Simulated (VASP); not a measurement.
# Tl (P6_3/mmc) in VASP: a series of runs

Runs on Tl. Level: PBE. Tasks: single point.

All numbers are computed with VASP 6.6.1; they aren't measurements. Logs are shortened: lines on timing, memory, paths and dates and some standing lists are left out, and cuts for length are marked.

## Step 1: The cell of the first run

Symmetry: P6_3/mmc, No. 194, hexagonal system. Conventional cell: a = 3.590 Å, b = 3.590 Å, c = 5.642 Å, α = 90.00°, β = 90.00°, γ = 120.00°. Within 4.6 Å of Tl (site symmetry -6m2) lie 12 Tl at 3.50 to 3.59 Å.

## Step 2: Single point, PBE

Input file INCAR:

```
PREC     = Accurate       # precision mode
ENCUT    = 520            # plane-wave cutoff, eV
EDIFF    = 1E-6           # SCF threshold, eV
ISMEAR   = 0              # smearing method
SIGMA    = 0.2            # smearing width, eV
LREAL    = F              # projectors in reciprocal space
LASPH    = T              # aspherical terms in the spheres
NELM     = 60             # most SCF steps
ALGO     = Normal         # electronic algorithm
ISIF     = 2              # what is computed and relaxed
LWAVE    = F              # write WAVECAR
LCHARG   = T              # write CHGCAR
GGA      = PE             # functional
LELF     = T              # ELF
LVHAR    = T            
NBANDS   = 20             # bands
```

Input file KPOINTS:

```
regular mesh
0
Gamma
  10 10 6
```

Input file POSCAR:

```
Tl
1.0
    3.5902820628      0.0000000000      0.0000000000
   -1.7951410314      3.1092754731      0.0000000000
    0.0000000000      0.0000000000      5.6419406004
Tl
2
Direct
    0.3333333333      0.6666666667      0.2500000000
    0.6666666667      0.3333333333      0.7500000000
```

Potentials or basis: VASP PAW PBE potentials, release 64 (Tl_d).

Launch:

```sh
$ cat potpaw_PBE.64/Tl_d/POTCAR > POTCAR
$ mpirun -np 1 vasp_std > vasp.out
```

OUTCAR:

```text
PREC = Accurate
   ENCUT = 520
   EDIFF = 1E-6
   ISMEAR = 0
   LREAL = F
   LASPH = T
   NELM = 60
   ISIF = 2
   GGA = PE

 ion  position               nearest neighbor table
   1  0.333  0.667  0.250-   2 3.50   2 3.50   2 3.50   2 3.50   2 3.50   2 3.50
   2  0.667  0.333  0.750-   1 3.50   1 3.50   1 3.50   1 3.50   1 3.50   1 3.50

  LATTYP: Found a hexagonal cell.
 ALAT       =     3.5902820628
 C/A-ratio  =     1.5714477308

  Lattice vectors:

 A1 = (   3.5902820628,   0.0000000000,   0.0000000000)
 A2 = (  -1.7951410314,   3.1092754731,   0.0000000000)
 A3 = (   0.0000000000,   0.0000000000,   5.6419406004)

Analysis of symmetry for initial positions (statically):
=====================================================================
 Subroutine PRICEL returns:
 Original cell was already a primitive cell.

 Routine SETGRP: Setting up the symmetry group for a
 hexagonal supercell.

 Subroutine GETGRP returns: Found 24 space group operations
 (whereof 12 operations were pure point group operations)
 out of a pool of 24 trial point group operations.

The static configuration has the point symmetry D_3d.
 The point group associated with its full space group is D_6h.

Analysis of symmetry for dynamics (positions and initial velocities):
=====================================================================
 Subroutine PRICEL returns:
 Original cell was already a primitive cell.

 Routine SETGRP: Setting up the symmetry group for a
 hexagonal supercell.

 Subroutine GETGRP returns: Found 24 space group operations
 (whereof 12 operations were pure point group operations)
 out of a pool of 24 trial point group operations.

The dynamic configuration has the point symmetry D_3d.
 The point group associated with its full space group is D_6h.

 Subroutine INISYM returns: Found 24 space group operations
 (whereof 12 operations are pure point group operations),
 and found     1 'primitive' translations

----------------------------------------------------------------------------------------

                                     Primitive cell

  volume of cell :      62.9820

  direct lattice vectors                    reciprocal lattice vectors
     3.590282063  0.000000000  0.000000000     0.278529648  0.160809167  0.000000000
    -1.795141031  3.109275473  0.000000000     0.000000000  0.321618335  0.000000000
     0.000000000  0.000000000  5.641940600     0.000000000  0.000000000  0.177243979

  length of vectors
     3.590282063  3.590282063  5.641940600     0.321618335  0.321618335  0.177243979

  position of ions in fractional coordinates (direct lattice)
     0.333333333  0.666666667  0.250000000
     0.666666667  0.333333333  0.750000000

  ion indices of the primitive-cell ions
   primitive index   ion index
                 1           1
                 2           2

----------------------------------------------------------------------------------------

 KPOINTS: regular mesh

Automatic generation of k-mesh.
 Grid dimensions read from file:
 generate k-points for:   10   10    6

 Generating k-lattice:

  Cartesian coordinates                     Fractional coordinates (reciprocal lattice)
     0.027852965  0.016080917  0.000000000     0.100000000  0.000000000  0.000000000
     0.000000000  0.032161833  0.000000000     0.000000000  0.100000000  0.000000000
     0.000000000  0.000000000  0.029540663     0.000000000  0.000000000  0.166666667

  Length of vectors
     0.032161833  0.032161833  0.029540663

  Shift w.r.t. Gamma in fractional coordinates (k-lattice)
     0.000000000  0.000000000  0.000000000

 Subroutine IBZKPT returns following result:
 ===========================================

 Found     56 irreducible k-points:

 Following reciprocal coordinates:
            Coordinates               Weight
  0.000000  0.000000  0.000000      1.000000
  0.100000 -0.000000  0.000000      6.000000
  0.200000 -0.000000  0.000000      6.000000
  0.300000  0.000000  0.000000      6.000000
  0.400000  0.000000  0.000000      6.000000
  0.500000  0.000000  0.000000      3.000000
[... 16 lines left out ...]
  0.300000  0.100000  0.166667     24.000000
  0.400000  0.100000  0.166667     24.000000
 [... further k-points ...]
   k-points           NKPTS =     56   k-points in BZ     NKDIM =     56   number of bands    NBANDS=     20
   number of dos      NEDOS =    301   number of ions     NIONS =      2
   total plane-waves  NPLWV =  32928
   dimension x,y,z NGX =    28 NGY =   28 NGZ =   42
   dimension x,y,z NGXF=    56 NGYF=   56 NGZF=   84
   ions per type =               2
   NGX,Y,Z   is equivalent  to a cutoff of  12.97, 12.97, 12.38 a.u.
   NGXF,Y,Z  is equivalent  to a cutoff of  25.93, 25.93, 24.75 a.u.
 SYSTEM =  unknown system
   PREC   = accura    normal or accurate (medium, high low for compatibility)
   ISTART =      0    job   : 0-new  1-cont  2-samecut
   ICHARG =      2    charge: 1-file 2-atom 10-const
   ISPIN  =      1    spin polarized calculation?
   LNONCOLLINEAR =      F non collinear calculations
   LSORBIT =      F    spin-orbit coupling
   LASPH  =      T    aspherical Exc in radial PAW
   ENCUT  =  520.0 eV  38.22 Ry    6.18 a.u.   6.68  6.68 10.49*2*pi/ulx,y,z
   NELM   =     60;   NELMIN=  2; NELMDL= -5     # of ELM steps
   EDIFF  = 0.1E-05   stopping-criterion for ELM
   LREAL  =      F    real-space projection
   EDIFFG = 0.1E-04   stopping-criterion for IOM
   NSW    =      0    number of steps for IOM
   IBRION =     -1    ionic relax: 0-MD 1-quasi-New 2-CG
   NFREE  =      0    steps in history (QN), initial steepest desc. (CG)
   ISIF   =      2    stress and relaxation
   ISYM   =      2    0-nonsym 1-usesym 2-fastsym
   POTIM  = 0.5000    time-step for ionic-motion
   TEBEG  =    0.0;   TEEND  =   0.0 temperature during run
   PSTRESS=    0.0 pullay stress
   NELECT =      26.0000    total number of electrons
   NUPDOWN=      -1.0000    fix difference up-down
   EMIN   =  10.00;   EMAX   =-10.00  energy-range for DOS
   EFERMI =   0.00;   METHOD = LEGACY
   ISMEAR =     0;   SIGMA  =   0.20  broadening in eV -4-tet -1-fermi 0-gaus
   EFERMI_NEDOS =   21; number of points for ismear=-14 and -15
   IALGO  =     38    algorithm
   IMIX   =      4    mixing-type and parameters
     AMIX     =   0.40;   BMIX     =  1.00
     AMIX_MAG =   1.60;   BMIX_MAG =  1.00
  volume/ion in A,a.u.               =      31.49       212.51
  Fermi-wavevector in a.u.,A,eV,Ry     =   1.218972  2.303524 20.216810  1.485894
  Thomas-Fermi vector in A             =   2.354240
   LORBIT       =      0    0 simple, 1 ext, 2 COOP (PROOUT), +10 PAW based schemes
   GGA     = PE    functional components
   LHFCALC =     F    Hartree Fock is set to
   AEXX    =    0.0000 exact exchange contribution
   IVDW    =     0    specifies the selected vdW correction
   LEPSILON=     F    determine dielectric tensor
   LRPA    =     F    only Hartree local field effects (RPA)
 non-spin polarized calculation
 Gauss-broadening in eV      SIGMA  =   0.20
  energy-cutoff  :      520.00
  volume of cell :       62.98
 maximum number of plane-waves:      1731
 NGX is ok and might be reduce to    28
   NGX = 13   NGY = 13   NGZ = 21

 number of electron      26.0000008 magnetization

 Free energy of the ion-electron system (eV)
  ---------------------------------------------------
  ext. energy  EPLUGINS =         0.00000000
  ---------------------------------------------------
  free energy    TOTEN  =        -4.46727226 eV

  energy without entropy =       -4.44489532  energy(sigma->0) =       -4.45608379

 E-fermi :   5.6543     XC(G=0):  -9.7160

 val. band max:        5.6042781674   @ k =   0.4000   0.0000   0.3333
 cond. band min:       5.6700555050   @ k =   0.3000   0.1000   0.5000
 fundamental gap:      0.0657773376
 Fermi energy:         5.6543191663

 k-point     1 :       0.0000    0.0000    0.0000
  band No.  band energies     occupation
      1      -6.0128      2.00000
      2      -5.8479      2.00000
      3      -5.8479      2.00000
      4      -5.8457      2.00000
      5      -5.8054      2.00000
      6      -5.8054      2.00000
[... 12 lines left out ...]
     19      15.6596      0.00000
     20      15.9879      0.00000

 k-point     2 :       0.1000   -0.0000    0.0000
  band No.  band energies     occupation
      1      -5.9936      2.00000
      2      -5.8848      2.00000
      3      -5.8161      2.00000
      4      -5.8081      2.00000
      5      -5.7957      2.00000
      6      -5.7904      2.00000
[... 12 lines left out ...]
     19      15.8391      0.00000
     20      16.6204      0.00000

 k-point     3 :       0.2000   -0.0000    0.0000
  band No.  band energies     occupation
      1      -6.0033      2.00000
      2      -5.8801      2.00000
      3      -5.8415      2.00000
      4      -5.8237      2.00000
      5      -5.8062      2.00000
      6      -5.7320      2.00000
[... 12 lines left out ...]
     19      14.7685      0.00000
     20      16.6463      0.00000

 k-point     4 :       0.3000    0.0000    0.0000
  band No.  band energies     occupation
      1      -6.0598      2.00000
      2      -5.9153      2.00000
      3      -5.8892      2.00000
      4      -5.8636      2.00000
      5      -5.7598      2.00000
      6      -5.6444      2.00000
[... 12 lines left out ...]
     19      14.0270      0.00000
     20      15.7697      0.00000

 k-point     5 :       0.4000    0.0000    0.0000
  band No.  band energies     occupation
      1      -6.1080      2.00000
      2      -5.9809      2.00000
      3      -5.9172      2.00000
      4      -5.8935      2.00000
      5      -5.7117      2.00000
      6      -5.6838      2.00000
[... 12 lines left out ...]
     19      13.4307      0.00000
     20      15.2367      0.00000
[... 353 lines left out ...]
      6      -5.7549      2.00000
[... 12 lines left out ...]
     19      15.5476      0.00000
     20      16.0831      0.00000

 k-point    22 :       0.2000    0.1000    0.1667
  band No.  band energies     occupation
      1      -5.9934      2.00000
      2      -5.9176      2.00000
      3      -5.8811      2.00000
      4      -5.8441      2.00000
      5      -5.7849      2.00000
      6      -5.6893      2.00000
[... 12 lines left out ...]
     19      15.1977      0.00000
     20      15.8586      0.00000

 k-point    23 :       0.3000    0.1000    0.1667
  band No.  band energies     occupation
      1      -6.0419      2.00000
      2      -5.9809      2.00000
      3      -5.8779      2.00000
      4      -5.8720      2.00000
      5      -5.7546      2.00000
      6      -5.6942      2.00000
[... 12 lines left out ...]
     19      14.7600      0.00000
     20      15.1256      0.00000

 k-point    24 :       0.4000    0.1000    0.1667
  band No.  band energies     occupation
      1      -6.0696      2.00000
      2      -6.0304      2.00000
      3      -5.8906      2.00000
      4      -5.8734      2.00000
      5      -5.7780      2.00000
      6      -5.6617      2.00000
[... 12 lines left out ...]
     19      14.5307      0.00000
     20      14.7634      0.00000

 [... further k-points ...]
[... 5 lines left out ...]
  --------------------------------------------------------------------------------------
  -------------------------------------------------------------------------------------
  Total       -0.0880075     -0.0880075      0.0615198     -0.0000000      0.0000000      0.0000000
  in kB       -2.2387921     -2.2387921      1.5649804     -0.0000000      0.0000000      0.0000000
  external PRESSURE =      -0.9708679 kB  Pullay stress =       0.0000000 kB

 VOLUME and BASIS-vectors are now :
 -----------------------------------------------------------------------------
  energy-cutoff  :      520.00
  volume of cell :       62.98
      direct lattice vectors                 reciprocal lattice vectors
     3.590282063  0.000000000  0.000000000     0.278529648  0.160809167  0.000000000
    -1.795141031  3.109275473  0.000000000     0.000000000  0.321618335  0.000000000
     0.000000000  0.000000000  5.641940600     0.000000000  0.000000000  0.177243979

 POSITION                                       TOTAL-FORCE (eV/Angst)
 -----------------------------------------------------------------------------------
     -0.00000      2.07285      1.41049        -0.000000     -0.000000      0.000000
      1.79514      1.03643      4.23146         0.000000      0.000000      0.000000
 -----------------------------------------------------------------------------------
    total drift:                               -0.000000      0.000000      0.000000

  FREE ENERGIE OF THE ION-ELECTRON SYSTEM (eV)
  ---------------------------------------------------
  free  energy   TOTEN  =        -4.4672722607 eV

  energy  without entropy=       -4.4448953234  energy(sigma->0) =       -4.45608379
```

Wall time 36 s (1 thread of Intel Xeon Platinum 8259CL at 2.50GHz (Skylake/Cascade Lake), shared host); peak memory 0.2 GiB.

What came out:

```
Free energy            : -4.4673 eV
Pressure               : -0.1 GPa
Band gap on the k mesh : zero (bands 13 and 14 overlap by 5.28 eV)
```

Caveat: spin-orbit coupling is left out, which moves the levels of the heavy elements.

## Step 3: Single point, PBE

Input file INCAR:

```
SYSTEM = Tl
  PREC = Accurate
  ENCUT = 520
  EDIFF = 1E-7
  ISMEAR = 0
  SIGMA = 0.3
  LREAL = .FALSE.
  LASPH = .TRUE.
  NELM = 80
  ALGO = Normal
  ISIF = 2
  LWAVE = .FALSE.
  LCHARG = .FALSE.
  GGA = PE
  NBANDS = 20
```

Input file KPOINTS:

```
Automatic mesh
0
G
  10 10 6
  0 0 0
```

POSCAR is that of step 2.

Potentials or basis: VASP PAW PBE potentials, release 64 (Tl_d).

Launch:

```sh
$ cat potpaw_PBE.64/Tl_d/POTCAR > POTCAR
$ mpirun -np 1 vasp_std > vasp.out
```

Run time: 37 s. Hardware: 1 thread of Intel Xeon Platinum 8259CL at 2.50GHz (Skylake/Cascade Lake), shared host; peak memory 0.2 GiB.

Results (log left out):

```
Free energy            : -4.4804 eV
Pressure               : -0.1 GPa
Band gap on the k mesh : zero (bands 13 and 14 overlap by 5.28 eV)
```

Stress tensor (GPa, compression positive):
```
-0.14  0.00  0.00
 0.00 -0.14  0.00
 0.00  0.00  0.11
```

Levels at points of the mesh, in eV from the Fermi level:
```tsv
k point	band 9	band 10	band 11	band 12	band 13	band 14	band 15	band 16	band 17	band 18
(0.00, 0.00, 0.00)	-11.14	-11.14	-9.46	-5.04	-2.45	7.12	7.12	9.05	9.05	9.89
(0.50, 0.00, 0.00)	-11.12	-11.09	-5.80	-4.67	-0.75	0.60	1.31	3.53	3.58	7.56
(0.00, 0.00, 0.50)	-11.23	-11.23	-8.14	-8.14	3.22	3.22	8.05	8.05	8.05	8.05
(0.50, 0.00, 0.50)	-11.12	-11.12	-4.86	-4.86	-2.00	-2.00	5.08	5.08	5.72	5.72
```

Caveat: so wide a smearing shifts energies and pressures; spin-orbit coupling is left out, which moves the levels of the heavy elements.

## Step 4: Single point, PBE

Input file INCAR:

```
  ALGO = Normal
  EDIFF = 1E-7
  ENCUT = 520
  GGA = PE
  ISIF = 2
  ISMEAR = 0
  LASPH = T
  LCHARG = F
  LREAL = F
  LWAVE = F
  NBANDS = 20
  NELM = 80
  PREC = Accurate
  SIGMA = 0.6
```

Input file KPOINTS:

```
k-points
0
Gamma
  10 10 6
```

POSCAR is that of step 3.

Launch:

```sh
$ cat potpaw_PBE.64/Tl_d/POTCAR > POTCAR
$ mpirun -np 1 vasp_std > vasp.out
```

Run time: 39 s. Hardware: 1 thread of Intel Xeon Platinum 8259CL at 2.50GHz (Skylake/Cascade Lake), shared host; peak memory 0.2 GiB.

It converged, with:

| Property | Result |
| --- | --- |
| Free energy | -4.5462 eV |
| Pressure | 0.1 GPa |
| Band gap on the k mesh | zero (bands 13 and 14 overlap by 5.27 eV) |

Stress tensor (GPa, compression positive):
```
0.07 0.00 0.00
0.00 0.07 0.00
0.00 0.00 0.23
```

Levels at points of the mesh, in eV from the Fermi level:
```
           k point  band 9  band 10  band 11  band 12  band 13  band 14  band 15  band 16  band 17  band 18
(0.00, 0.00, 0.00)  -11.14   -11.14    -9.47    -5.05    -2.45     7.12     7.12     9.05     9.05     9.89
(0.50, 0.00, 0.00)  -11.12   -11.10    -5.81    -4.68    -0.75     0.60     1.30     3.52     3.58     7.55
(0.00, 0.00, 0.50)  -11.23   -11.23    -8.14    -8.14     3.21     3.21     8.04     8.04     8.04     8.04
(0.50, 0.00, 0.50)  -11.13   -11.13    -4.86    -4.86    -2.01    -2.01     5.07     5.07     5.72     5.72
```

Caveat: so wide a smearing shifts energies and pressures; spin-orbit coupling is left out, which moves the levels of the heavy elements.

[end of part 1 of 2]
